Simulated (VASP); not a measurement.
WS2, 27 atoms in the cell. The cell holds a slab with vacuum, 27 atoms: a = 9.472 Å, b = 9.472 Å, c = 26.880 Å, α = 90.00°, β = 90.00°, γ = 120.00°. 

| Item | Value |
| --- | --- |
| Program | VASP 6.6.1 |
| Task | single point |
| Functional | PBE |
| Dispersion | D3(BJ) |
| Potentials or basis | VASP PAW PBE potentials, release 64 (S, W_sv) |
| Cutoff | 520 eV |
| k mesh | 2 × 2 × 1 |
| Occupations | gaussian, width 0.05 eV |
| Spin | no spin polarisation |
| Dipole correction | yes |
| Further INCAR settings | LREAL = Auto; ALGO = Normal; EDIFF = 1e-06; NBANDS = 136 |

Potentials or basis: VASP PAW PBE potentials, release 64 (S, W_sv).

Run with:

```console
$ cat potpaw_PBE.64/S/POTCAR potpaw_PBE.64/W_sv/POTCAR > POTCAR
$ mpirun -np 1 vasp_std > vasp.out
```

Hardware: 1 × NVIDIA H100 80GB with 1 thread of AMD EPYC 7R13 Processor (Zen 3), on a shared host.

Question: Estimate the wall time of this run.

Answer: Wall time 3.9 min on 1 × NVIDIA H100 80GB with 1 thread of AMD EPYC 7R13 Processor (Zen 3), on a shared host, peak memory 2.6 GiB. Counts: scf iterations 28, k points 4.
